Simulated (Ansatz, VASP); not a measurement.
## Zr3N2: VASP beside Ansatz

```
Zr N
1.0
     2.82362    1.63022    5.23602
    -2.82362    1.63022    5.23602
     0.00000   -3.26043    5.23602
Zr N
6 4
Direct
  0.42479 0.07521 0.75000
  0.07521 0.75000 0.42479
  0.75000 0.42479 0.07521
  0.25000 0.57521 0.92479
  0.92479 0.25000 0.57521
  0.57521 0.92479 0.25000
  0.33850 0.33850 0.33850
  0.16150 0.16150 0.16150
  0.83850 0.83850 0.83850
  0.66150 0.66150 0.66150
```

Alike in both runs: functional r2SCAN; k mesh 12 × 12 × 12; occupations gaussian, width 0.1 eV; no spin polarisation.

Ansatz relaxed the structure, and its values are those at the end. VASP's run is a single point on that final structure, the one shown.

|  | VASP | Ansatz |
| --- | --- | --- |
| version | VASP 6.6.1 | Ansatz 0.2.0 |
| potentials or method | VASP PAW PBE potentials, release 64 (Zr_sv, N), cutoff 520 eV | scalar-relativistic, plane waves, PAW |
| valence electrons in the cell | 92 | 92 |

Ansatz gave:

| Property | Result |
| --- | --- |
| gap on the k mesh at the Fermi level (eV) | none |
| pressure (GPa) | 0.0 |

Problem. What did VASP give for the same quantities?

Solution. gap on the k mesh at the Fermi level (eV): none; pressure (GPa): 0.2.

VASP's potentials were made for PBE, not for r2SCAN. A gap of «none» marks a metal or a gap that the smearing closes. The functional is the same, so the differences come from potentials, cutoffs and numerics.
